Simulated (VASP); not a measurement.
The system is Rh.

```
Rh
1.0
     0.00000    1.90000    1.90000
     1.90000    0.00000    1.90000
     1.90000    1.90000    0.00000
Rh
1
Direct
  0.00000 0.00000 0.00000
```

```yaml
Program: VASP 6.6.1
Task: relaxation of cell and atoms
Functional: PBEsol
Potentials_or_basis: VASP PAW PBE potentials, release 64 (Rh_pv)
Cutoff: 600 eV
k_mesh: 24 × 24 × 24
Occupations: methfessel-paxton, width 0.1 eV
Spin: no spin polarisation
```

At the start: pressure -4.8 GPa; volume 13.72 Å³/atom.

Problem. Where does the relaxation end?

Solution. Over 4 steps the energy falls by 3.5 meV/atom and the volume is 13.49 Å³/atom (-1.7 %); space group Fm-3m (No. 225, to 0.1 Å) before and after.

Step by step:
| step | energy change (eV) | largest force (eV/Å) | pressure (GPa) | volume (Å³) |
| --- | --- | --- | --- | --- |
| 1 | 0.0000 | 0.0000 | -4.81 | 13.72 |
| 2 | 0.0212 | 0.0000 | 14.44 | 12.92 |
| 3 | -0.0035 | 0.0000 | -0.08 | 13.49 |
| 4 | -0.0035 | 0.0000 | 0.02 | 13.49 |

Final structure:
```
CELL_PARAMETERS angstrom
0.00000 1.88931 1.88931
1.88931 0.00000 1.88931
1.88931 1.88931 0.00000
ATOMIC_POSITIONS crystal
Rh 0.00000 0.00000 0.00000
```

Caveat: the PAW data sets were made with another functional, which shifts forces and pressure a little.
